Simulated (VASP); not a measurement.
# Cu (P6_3/mmc) in VASP: notebook, part 3 of 3

VASP 6.6.1. The steps go on from the part before.

### 6 Single point, revPBE (12.28 Å³/atom)

INCAR

```
SYSTEM = Cu
PREC = Accurate
ENCUT = 520
EDIFF = 1E-6
ISMEAR = -1
SIGMA = 0.1
LREAL = .False.
LASPH = .True.
NELM = 60
ALGO = Normal
ISIF = 2
LWAVE = .False.
LCHARG = .False.
GGA = RE
NBANDS = 30
```

KPOINTS

```
Automatic mesh
0
Gamma
  16 16 5
  0 0 0
```

POSCAR

```
Cu
1.0
    2.5897390257      0.0000000000      0.0000000000
   -1.2948695129      2.2427797854      0.0000000000
    0.0000000000      0.0000000000      8.4559813124
Cu
4
Direct
    0.0000000000      0.0000000000      0.0000000000
    0.0000000000      0.0000000000      0.5000000000
    0.3333333333      0.6666666667      0.2500000000
    0.6666666667      0.3333333333      0.7500000000
```

Potentials or basis: VASP PAW PBE potentials, release 64 (Cu).

Run with:

```console
$ cat potpaw_PBE.64/Cu/POTCAR > POTCAR
$ mpirun -np 1 vasp_std > vasp.out
```

OUTCAR:

```text
SYSTEM = Cu
   PREC = Accurate
   ENCUT = 520
   EDIFF = 1E-6
   ISMEAR = -1
   LREAL = .False.
   LASPH = .True.
   NELM = 60
   ISIF = 2
   GGA = RE

 ion  position               nearest neighbor table
   1  0.000  0.000  0.000-   3 2.59   4 2.59   4 2.59   3 2.59   4 2.59   3 2.59
   2  0.000  0.000  0.500-   3 2.59   4 2.59   4 2.59   3 2.59   4 2.59   3 2.59
   3  0.333  0.667  0.250-   1 2.59   2 2.59   1 2.59   2 2.59   1 2.59   2 2.59
   4  0.667  0.333  0.750-   1 2.59   2 2.59   1 2.59   2 2.59   1 2.59   2 2.59

  LATTYP: Found a hexagonal cell.
 ALAT       =     2.5897390257
 C/A-ratio  =     3.2651866572

  Lattice vectors:

 A1 = (   2.5897390257,   0.0000000000,   0.0000000000)
 A2 = (  -1.2948695129,   2.2427797854,   0.0000000000)
 A3 = (   0.0000000000,   0.0000000000,   8.4559813124)

Analysis of symmetry for initial positions (statically):
=====================================================================
 Subroutine PRICEL returns:
 Original cell was already a primitive cell.

 Routine SETGRP: Setting up the symmetry group for a
 hexagonal supercell.

 Subroutine GETGRP returns: Found 24 space group operations
 (whereof 12 operations were pure point group operations)
 out of a pool of 24 trial point group operations.

The static configuration has the point symmetry D_3d.
 The point group associated with its full space group is D_6h.

Analysis of symmetry for dynamics (positions and initial velocities):
=====================================================================
 Subroutine PRICEL returns:
 Original cell was already a primitive cell.

 Routine SETGRP: Setting up the symmetry group for a
 hexagonal supercell.

 Subroutine GETGRP returns: Found 24 space group operations
 (whereof 12 operations were pure point group operations)
 out of a pool of 24 trial point group operations.

The dynamic configuration has the point symmetry D_3d.
 The point group associated with its full space group is D_6h.

 Subroutine INISYM returns: Found 24 space group operations
[... 121 lines left out ...]
     AMIX_MAG =   1.60;   BMIX_MAG =  1.00
  volume/ion in A,a.u.               =      12.28        82.86
  Fermi-wavevector in a.u.,A,eV,Ry     =   1.578181  2.982330 33.887427  2.490656
  Thomas-Fermi vector in A             =   2.678751
   LORBIT       =      0    0 simple, 1 ext, 2 COOP (PROOUT), +10 PAW based schemes
   GGA     = RE    functional components
   LHFCALC =     F    Hartree Fock is set to
   AEXX    =    0.0000 exact exchange contribution
   IVDW    =     0    specifies the selected vdW correction
   LEPSILON=     F    determine dielectric tensor
   LRPA    =     F    only Hartree local field effects (RPA)
 non-spin polarized calculation
  energy-cutoff  :      520.00
  volume of cell :       49.11
 maximum number of plane-waves:      1340
 NGX is ok and might be reduce to    20
   NGX =  9   NGY =  9   NGZ = 31

 number of electron      44.0000032 magnetization

 Free energy of the ion-electron system (eV)
  ---------------------------------------------------
  ext. energy  EPLUGINS =         0.00000000
  ---------------------------------------------------
  free energy    TOTEN  =       -13.40889389 eV

  energy without entropy =      -13.36412007  energy(sigma->0) =      -13.38650698

 E-fermi :   7.1931     XC(G=0): -12.4009

 val. band max:        7.1864057766   @ k =   0.4375   0.0000   0.0000
 cond. band min:       7.1951147936   @ k =   0.2500   0.2500   0.4000
 fundamental gap:      0.0087090171
 Fermi energy:         7.1930961692

 k-point     1 :       0.0000    0.0000    0.0000
  band No.  band energies     occupation
      1      -1.8253      2.00000
      2       0.2410      2.00000
      3       0.2479      2.00000
      4       2.3699      2.00000
      5       4.0894      2.00000
      6       4.0928      2.00000
[... 781 lines left out ...]
     29      16.4209      0.00000
     30      18.0600      0.00000

 [... further k-points ...]

------------------------ aborting loop because EDIFF is reached ----------------------------------------

  FORCE on cell =-STRESS in cart. coord.  units (eV):
  Direction    XX          YY          ZZ          XY          YZ          ZX
  --------------------------------------------------------------------------------------
  -------------------------------------------------------------------------------------
  Total        0.1982769      0.1982769      0.2149553     -0.0000000      0.0000000      0.0000000
  in kB        6.4680914      6.4680914      7.0121644     -0.0000000      0.0000000      0.0000000
  external PRESSURE =       6.6494491 kB  Pullay stress =       0.0000000 kB

 VOLUME and BASIS-vectors are now :
 -----------------------------------------------------------------------------
  energy-cutoff  :      520.00
  volume of cell :       49.11
      direct lattice vectors                 reciprocal lattice vectors
     2.589739026  0.000000000  0.000000000     0.386139294  0.222937626  0.000000000
    -1.294869513  2.242779785  0.000000000     0.000000000  0.445875251  0.000000000
     0.000000000  0.000000000  8.455981312     0.000000000  0.000000000  0.118259486

 POSITION                                       TOTAL-FORCE (eV/Angst)
 -----------------------------------------------------------------------------------
      0.00000      0.00000      0.00000        -0.000000      0.000000      0.000000
      0.00000      0.00000      4.22799        -0.000000      0.000000      0.000000
     -0.00000      1.49519      2.11400         0.000000      0.000000     -0.000000
      1.29487      0.74759      6.34199         0.000000     -0.000000      0.000000
 -----------------------------------------------------------------------------------
    total drift:                                0.000000     -0.000000      0.000000

  FREE ENERGIE OF THE ION-ELECTRON SYSTEM (eV)
  ---------------------------------------------------
  free  energy   TOTEN  =       -13.4088938858 eV

  energy  without entropy=      -13.3641200653  energy(sigma->0) =      -13.38650698
```

stdout:

```text
POSCAR found type information on POSCAR Cu
 POSCAR found :  1 types and       4 ions
 scaLAPACK will be used
 -----------------------------------------------------------------------------
|                                                                             |
|                                                                             |
|     You enforced a specific xc type in the INCAR file but a different       |
|     I HOPE YOU KNOW WHAT YOU ARE DOING!                                     |
|                                                                             |
 -----------------------------------------------------------------------------

 LDA part: xc-table for (Slater+PW92), standard interpolation
 POSCAR, INCAR and KPOINTS ok, starting setup
 FFT: planning ... GRIDC
 FFT: planning ... GRID_SOFT
 FFT: planning ... GRID
 WAVECAR not read
 entering main loop
```

Wall time 3.1 min (1 thread of Intel Xeon 8259CL, shared host); peak memory 0.23 GiB.

Results:

| Property | Result |
| --- | --- |
| Free energy | -13.4089 eV |
| Pressure | 0.7 GPa |
| Band gap on the k mesh | zero (bands 22 and 23 overlap by 5.11 eV) |

Levels at points of the mesh, in eV from the Fermi level:
```csv
k point,band 19,band 20,band 21,band 22,band 23,band 24,band 25,band 26
"(0.00, 0.00, 0.00)",-2.02,-1.87,-1.87,-1.60,-1.60,-0.86,3.62,12.17
"(0.50, 0.00, 0.00)",-1.48,-1.46,-0.49,0.51,0.95,1.53,4.43,4.44
```

Caveat: the PAW data sets were made with another functional, which shifts forces and pressure a little.

### 7 The runs side by side

```tsv
cell	k mesh	gap on the mesh (eV)	pressure (GPa)
a = 2.590, b = 2.590, c = 8.456 Å, angles 90.0, 90.0, 120.0°, 4 atoms	14 × 14 × 4	none	0.6
a = 2.482, b = 2.482, c = 8.103 Å, angles 90.0, 90.0, 120.0°, 4 atoms	16 × 16 × 5	none	23.1
a = 2.519, b = 2.519, c = 8.224 Å, angles 90.0, 90.0, 120.0°, 4 atoms	16 × 16 × 5	none	13.9
a = 2.555, b = 2.555, c = 8.342 Å, angles 90.0, 90.0, 120.0°, 4 atoms	16 × 16 × 5	none	6.4
a = 2.590, b = 2.590, c = 8.456 Å, angles 90.0, 90.0, 120.0°, 4 atoms	16 × 16 × 5	none	0.7
```

Alike in all rows: task single point; level revPBE; potentials or basis VASP PAW PBE potentials, release 64 (Cu); no spin polarisation; cutoff (eV) 520; smearing fermi-dirac 0.1 eV.

Caveats: the PAW data sets were made with another functional, which shifts forces and pressure a little; the cell stands under pressure (at least some runs).

Total energies depend on the potentials used, so only differences within one code and one set of settings carry meaning.
